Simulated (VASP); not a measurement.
# Yb (Im-3m) in VASP: further runs

Yb is run at these levels: PBE; tasks: single point.

Program: VASP 6.6.1. These are calculated values, not measurements. Logs are shortened: lines on timing, memory, paths and dates and some standing lists are left out, and cuts for length are marked.

## Step 1: The cell of the first run

Symmetry: Im-3m, No. 229, cubic system. Conventional cell: a = 4.303 Å, b = 4.303 Å, c = 4.303 Å, α = 90.00°, β = 90.00°, γ = 90.00°. Yb (site symmetry m-3m) has 14 Yb at 3.73 to 4.30 Å within 4.9 Å.

This isn't the form of Yb at room conditions, which is fcc.

## Step 2: Single point, PBE

Input file INCAR:

```
ALGO = Normal
EDIFF = 1E-6
ENCUT = 520
GGA = PE
ISIF = 2
ISMEAR = -1
LASPH = True
LCHARG = False
LREAL = False
LWAVE = False
NBANDS = 18
NELM = 100
PREC = Accurate
SIGMA = 0.05
```

Input file KPOINTS:

```
k-points
0
Gamma
  9 9 9
```

Input file POSCAR:

```
Yb
1.0
   -2.1514830000      2.1514830000      2.1514830000
    2.1514830000     -2.1514830000      2.1514830000
    2.1514830000      2.1514830000     -2.1514830000
Yb
1
Direct
    0.0000000000      0.0000000000      0.0000000000
```

Potentials or basis: VASP PAW PBE potentials, release 64 (Yb).

The run is started by

```bash
> cat potpaw_PBE.64/Yb/POTCAR > POTCAR
> mpirun -np 1 vasp_std > vasp.out
```

OUTCAR:

```text
EDIFF = 1E-6
   ENCUT = 520
   GGA = PE
   ISIF = 2
   ISMEAR = -1
   LASPH = True
   LREAL = False
   NELM = 100
   PREC = Accurate

 ion  position               nearest neighbor table
   1  0.000  0.000  0.000-

  LATTYP: Found a body centered cubic cell.
 ALAT       =     4.3029660000

  Lattice vectors:

 A1 = (  -2.1514830000,   2.1514830000,   2.1514830000)
 A2 = (   2.1514830000,  -2.1514830000,   2.1514830000)
 A3 = (   2.1514830000,   2.1514830000,  -2.1514830000)

Analysis of symmetry for initial positions (statically):
=====================================================================
 Subroutine PRICEL returns:
 Original cell was already a primitive cell.

 Routine SETGRP: Setting up the symmetry group for a
 body centered cubic supercell.

 Subroutine GETGRP returns: Found 48 space group operations
 (whereof 48 operations were pure point group operations)
 out of a pool of 48 trial point group operations.

The static configuration has the point symmetry O_h .

Analysis of symmetry for dynamics (positions and initial velocities):
=====================================================================
 Subroutine PRICEL returns:
 Original cell was already a primitive cell.

 Routine SETGRP: Setting up the symmetry group for a
 body centered cubic supercell.

 Subroutine GETGRP returns: Found 48 space group operations
 (whereof 48 operations were pure point group operations)
 out of a pool of 48 trial point group operations.

The dynamic configuration has the point symmetry O_h .

 Subroutine INISYM returns: Found 48 space group operations
 (whereof 48 operations are pure point group operations),
 and found     1 'primitive' translations

----------------------------------------------------------------------------------------

                                     Primitive cell

  volume of cell :      39.8358

  direct lattice vectors                    reciprocal lattice vectors
    -2.151483000  2.151483000  2.151483000     0.000000000  0.232397839  0.232397839
     2.151483000 -2.151483000  2.151483000     0.232397839  0.000000000  0.232397839
     2.151483000  2.151483000 -2.151483000     0.232397839  0.232397839  0.000000000

  length of vectors
     3.726477868  3.726477868  3.726477868     0.328660176  0.328660176  0.328660176

  position of ions in fractional coordinates (direct lattice)
     0.000000000  0.000000000  0.000000000

  ion indices of the primitive-cell ions
   primitive index   ion index
                 1           1

----------------------------------------------------------------------------------------

 KPOINTS: k-points

Automatic generation of k-mesh.
 Grid dimensions read from file:
 generate k-points for:    9    9    9

 Generating k-lattice:

  Cartesian coordinates                     Fractional coordinates (reciprocal lattice)
     0.000000000  0.025821982  0.025821982     0.111111111  0.000000000  0.000000000
     0.025821982  0.000000000  0.025821982     0.000000000  0.111111111  0.000000000
     0.025821982  0.025821982  0.000000000     0.000000000  0.000000000  0.111111111

  Length of vectors
     0.036517797  0.036517797  0.036517797

  Shift w.r.t. Gamma in fractional coordinates (k-lattice)
     0.000000000  0.000000000  0.000000000

 Subroutine IBZKPT returns following result:
 ===========================================

 Found     35 irreducible k-points:

 Following reciprocal coordinates:
            Coordinates               Weight
  0.000000  0.000000  0.000000      1.000000
  0.111111  0.000000  0.000000     12.000000
  0.222222  0.000000  0.000000     12.000000
  0.333333  0.000000  0.000000     12.000000
  0.444444  0.000000  0.000000     12.000000
  0.111111  0.111111  0.000000     24.000000
[... 16 lines left out ...]
 -0.333333  0.444444  0.111111     48.000000
 -0.444444 -0.444444  0.111111     24.000000
 [... further k-points ...]
   k-points           NKPTS =     35   k-points in BZ     NKDIM =     35   number of bands    NBANDS=     18
   number of dos      NEDOS =    301   number of ions     NIONS =      1
   total plane-waves  NPLWV =  21952
   dimension x,y,z NGX =    28 NGY =   28 NGZ =   28
   dimension x,y,z NGXF=    56 NGYF=   56 NGZF=   56
   ions per type =               1
   NGX,Y,Z   is equivalent  to a cutoff of  12.49, 12.49, 12.49 a.u.
   NGXF,Y,Z  is equivalent  to a cutoff of  24.98, 24.98, 24.98 a.u.
 SYSTEM =  unknown system
   PREC   = accura    normal or accurate (medium, high low for compatibility)
   ISTART =      0    job   : 0-new  1-cont  2-samecut
   ICHARG =      2    charge: 1-file 2-atom 10-const
   ISPIN  =      1    spin polarized calculation?
   LNONCOLLINEAR =      F non collinear calculations
   LSORBIT =      F    spin-orbit coupling
   LASPH  =      T    aspherical Exc in radial PAW
   ENCUT  =  520.0 eV  38.22 Ry    6.18 a.u.   6.93  6.93  6.93*2*pi/ulx,y,z
   NELM   =    100;   NELMIN=  2; NELMDL= -5     # of ELM steps
   EDIFF  = 0.1E-05   stopping-criterion for ELM
   LREAL  =      F    real-space projection
   EDIFFG = 0.1E-04   stopping-criterion for IOM
   NSW    =      0    number of steps for IOM
   IBRION =     -1    ionic relax: 0-MD 1-quasi-New 2-CG
   NFREE  =      0    steps in history (QN), initial steepest desc. (CG)
   ISIF   =      2    stress and relaxation
   ISYM   =      2    0-nonsym 1-usesym 2-fastsym
   POTIM  = 0.5000    time-step for ionic-motion
   TEBEG  =    0.0;   TEEND  =   0.0 temperature during run
   PSTRESS=    0.0 pullay stress
   NELECT =      24.0000    total number of electrons
   NUPDOWN=      -1.0000    fix difference up-down
   EMIN   =  10.00;   EMAX   =-10.00  energy-range for DOS
   EFERMI =   0.00;   METHOD = LEGACY
   ISMEAR =    -1;   SIGMA  =   0.05  broadening in eV -4-tet -1-fermi 0-gaus
   EFERMI_NEDOS =   21; number of points for ismear=-14 and -15
   IALGO  =     38    algorithm
   IMIX   =      4    mixing-type and parameters
     AMIX     =   0.40;   BMIX     =  1.00
     AMIX_MAG =   1.60;   BMIX_MAG =  1.00
  volume/ion in A,a.u.               =      39.84       268.83
  Fermi-wavevector in a.u.,A,eV,Ry     =   1.382677  2.612880 26.011550  1.911795
  Thomas-Fermi vector in A             =   2.507346
   LORBIT       =      0    0 simple, 1 ext, 2 COOP (PROOUT), +10 PAW based schemes
   GGA     = PE    functional components
   LHFCALC =     F    Hartree Fock is set to
   AEXX    =    0.0000 exact exchange contribution
   IVDW    =     0    specifies the selected vdW correction
   LEPSILON=     F    determine dielectric tensor
   LRPA    =     F    only Hartree local field effects (RPA)
 non-spin polarized calculation
  energy-cutoff  :      520.00
  volume of cell :       39.84
 maximum number of plane-waves:      1097
   NGX = 13   NGY = 13   NGZ = 13

 number of electron      24.0000000 magnetization

 Free energy of the ion-electron system (eV)
  ---------------------------------------------------
  ext. energy  EPLUGINS =         0.00000000
  ---------------------------------------------------
  free energy    TOTEN  =        -3.53550909 eV

  energy without entropy =       -3.52336729  energy(sigma->0) =       -3.52943819

 E-fermi :   1.2492     XC(G=0):  -9.0029

 val. band max:        1.2336407608   @ k =  -0.4444  -0.4444   0.2222
 cond. band min:       1.2723183067   @ k =  -0.4444  -0.4444   0.2222
 fundamental gap:      0.0386775459
 Fermi energy:         1.2492349608

 k-point     1 :       0.0000    0.0000    0.0000
  band No.  band energies     occupation
      1     -50.5873      2.00000
      2     -22.8196      2.00000
      3     -22.8195      2.00000
      4     -22.8195      2.00000
      5      -3.6639      2.00000
      6       0.8125      1.99968
[... 10 lines left out ...]
     17       5.7860      0.00000
     18      11.4916      0.00000

 k-point     2 :       0.1111    0.0000    0.0000
  band No.  band energies     occupation
      1     -50.5860      2.00000
      2     -22.8485      2.00000
      3     -22.8291      2.00000
      4     -22.8194      2.00000
      5      -3.3923      2.00000
      6       0.8143      1.99967
[... 10 lines left out ...]
     17       5.7866      0.00000
     18      11.7381      0.00000

 k-point     3 :       0.2222    0.0000    0.0000
  band No.  band energies     occupation
      1     -50.5828      2.00000
      2     -22.9207      2.00000
      3     -22.8533      2.00000
      4     -22.8193      2.00000
      5      -2.6250      2.00000
      6       0.8199      1.99963
[... 10 lines left out ...]
     17       5.8531      0.00000
     18      11.5083      0.00000

 k-point     4 :       0.3333    0.0000    0.0000
  band No.  band energies     occupation
      1     -50.5791      2.00000
      2     -23.0011      2.00000
      3     -22.8807      2.00000
      4     -22.8192      2.00000
      5      -1.5257      2.00000
      6       0.8194      1.99963
[... 10 lines left out ...]
     17       6.3392      0.00000
     18       9.5837      0.00000

 k-point     5 :       0.4444    0.0000    0.0000
  band No.  band energies     occupation
      1     -50.5766      2.00000
      2     -23.0526      2.00000
      3     -22.8985      2.00000
      4     -22.8192      2.00000
      5      -0.5039      2.00000
      6       0.8158      1.99966
[... 10 lines left out ...]
     17       7.7156      0.00000
     18       8.5210      0.00000

 k-point     6 :       0.1111    0.1111    0.0000
  band No.  band energies     occupation
      1     -50.5838      2.00000
      2     -22.8983      2.00000
      3     -22.8397      2.00000
      4     -22.8264      2.00000
      5      -2.8709      2.00000
      6       0.8147      1.99966
[... 307 lines left out ...]
 k-point    21 :      -0.2222    0.3333    0.1111
  band No.  band energies     occupation
      1     -50.5783      2.00000
      2     -22.9696      2.00000
      3     -22.8924      2.00000
      4     -22.8566      2.00000
      5      -1.4612      2.00000
      6       0.8060      1.99972
[... 10 lines left out ...]
     17       6.2840      0.00000
     18       9.5830      0.00000

 k-point    22 :      -0.4444    0.4444    0.1111
  band No.  band energies     occupation
      1     -50.5756      2.00000
      2     -23.0451      2.00000
      3     -22.9094      2.00000
      4     -22.8402      2.00000
      5      -0.2507      2.00000
      6       0.8109      1.99969
[... 10 lines left out ...]
     17       7.6385      0.00000
     18       8.5078      0.00000

 k-point    23 :      -0.3333    0.4444    0.1111
  band No.  band energies     occupation
      1     -50.5753      2.00000
      2     -23.0172      2.00000
      3     -22.9236      2.00000
      4     -22.8583      2.00000
      5      -0.3454      2.00000
      6       0.8091      1.99970
[... 10 lines left out ...]
     17       7.1434      0.00000
     18       8.6742      0.00000

 k-point    24 :      -0.4444   -0.4444    0.1111
  band No.  band energies     occupation
      1     -50.5742      2.00000
      2     -23.0360      2.00000
      3     -22.9364      2.00000
      4     -22.8580      2.00000
      5       0.3655      2.00000
      6       0.8172      1.99965
[... 10 lines left out ...]
     17       7.7437      0.00000
     18       8.1451      0.00000

 [... further k-points ...]

------------------------ aborting loop because EDIFF is reached ----------------------------------------

  FORCE on cell =-STRESS in cart. coord.  units (eV):
  Direction    XX          YY          ZZ          XY          YZ          ZX
  --------------------------------------------------------------------------------------
  -------------------------------------------------------------------------------------
  Total       -9.3853312     -9.3853312     -9.3853312     -0.0000000      0.0000000     -0.0000000
  in kB     -377.4734733   -377.4734733   -377.4734733     -0.0000000      0.0000000     -0.0000000
  external PRESSURE =    -377.4734733 kB  Pullay stress =       0.0000000 kB

 VOLUME and BASIS-vectors are now :
 -----------------------------------------------------------------------------
  energy-cutoff  :      520.00
  volume of cell :       39.84
      direct lattice vectors                 reciprocal lattice vectors
    -2.151483000  2.151483000  2.151483000     0.000000000  0.232397839  0.232397839
     2.151483000 -2.151483000  2.151483000     0.232397839  0.000000000  0.232397839
     2.151483000  2.151483000 -2.151483000     0.232397839  0.232397839  0.000000000

 POSITION                                       TOTAL-FORCE (eV/Angst)
 -----------------------------------------------------------------------------------
      0.00000      0.00000      0.00000        -0.000000      0.000000      0.000000
 -----------------------------------------------------------------------------------
    total drift:                               -0.000000      0.000000      0.000000

  FREE ENERGIE OF THE ION-ELECTRON SYSTEM (eV)
  ---------------------------------------------------
  free  energy   TOTEN  =        -3.5355090914 eV

  energy  without entropy=       -3.5233672868  energy(sigma->0) =       -3.52943819
```

Wall time 90 s (1 thread of Intel Xeon 8259CL, shared host); peak memory 0.18 GiB.

Results:

```
Free energy            : -3.5355 eV
Pressure               : -37.7 GPa
Band gap on the k mesh : zero (bands 12 and 13 overlap by 0.26 eV)
```

Caveat: the cell stands under tension; spin-orbit coupling is left out, which moves the levels of the heavy elements. Spin polarisation is off, so any magnetic state and its effect on volume and gap are missing.

## Step 3: Single point, PBE, collinear spin, zero start

Input file INCAR:

```
PREC = Accurate
ENCUT = 520
EDIFF = 1E-6
ISMEAR = -1
SIGMA = 0.05
LREAL = False
LASPH = True
NELM = 150
ALGO = Normal
ISIF = 2
LWAVE = False
LCHARG = False
ISPIN = 2
MAGMOM = 0
LORBIT = 11
NUPDOWN = 0.0
LMAXMIX = 6
GGA = PE
NBANDS = 22
```

Input file KPOINTS:

```
regular mesh
0
Gamma
  7 7 7
```

POSCAR is that of step 2.

Potentials or basis: VASP PAW PBE potentials, release 64 (Yb).

The run is started by

```bash
> cat potpaw_PBE.64/Yb/POTCAR > POTCAR
> mpirun -np 1 vasp_std > vasp.out
```

Wall time 2.7 min (1 thread of Intel Xeon 8259CL, shared host); peak memory 0.2 GiB.

The run converged. Its results:

```
Free energy                                           : -3.5393 eV
Pressure                                              : -1.7 GPa
Net moment                                            : 0.00 μB per cell
Valence electrons inside the program's atomic spheres : Yb 22.06
```

Caveat: spin-orbit coupling is left out, which moves the levels of the heavy elements; the total moment is fixed, so each spin has its own Fermi level.
